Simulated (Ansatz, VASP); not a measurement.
Two plane-wave programs on PbSe2

```
Pb Se
1.0
     2.01505    1.16339    5.71372
    -2.01505    1.16339    5.71372
     0.00000   -2.32678    5.71372
Pb Se
1 2
Direct
  0.00000 0.00000 0.00000
  0.23628 0.23628 0.23628
  0.76372 0.76372 0.76372
```

Alike in both runs: task single point; functional PBEsol; k mesh 6 × 6 × 6; occupations fermi-dirac, width 0.02 eV; no spin polarisation.

|  | VASP | Ansatz |
| --- | --- | --- |
| version | VASP 6.6.1 | Ansatz 0.2.0 |
| potentials or method | VASP PAW PBE potentials, release 64 (Pb_d, Se) | plane waves, PAW |
| plane-wave cutoff (eV) | 520 | 420 |
| valence electrons in the cell | 26 | 46 |

Ansatz gave:

```
pressure (GPa)                                                : -0.5
traceless stress, the component that is largest in VASP (GPa) : -0.32
rms of the force components (eV/Å)                            : 0.116
```

Task: Which values does VASP return?

Result: Pressure (GPa): -0.5; traceless stress, the component that is largest in VASP (GPa): -0.32; rms of the force components (eV/Å): 0.123.

VASP's potentials were made for PBE, not for PBEsol. Atom by atom the forces differ by 0.007 eV/Å (rms over components). The functional is the same, so the differences come from potentials, cutoffs and numerics. VASP's potentials hold 26 valence electrons a cell and Ansatz's 46, so a difference there can come from the potentials and not from the codes.

Neither program's run includes spin-orbit coupling.
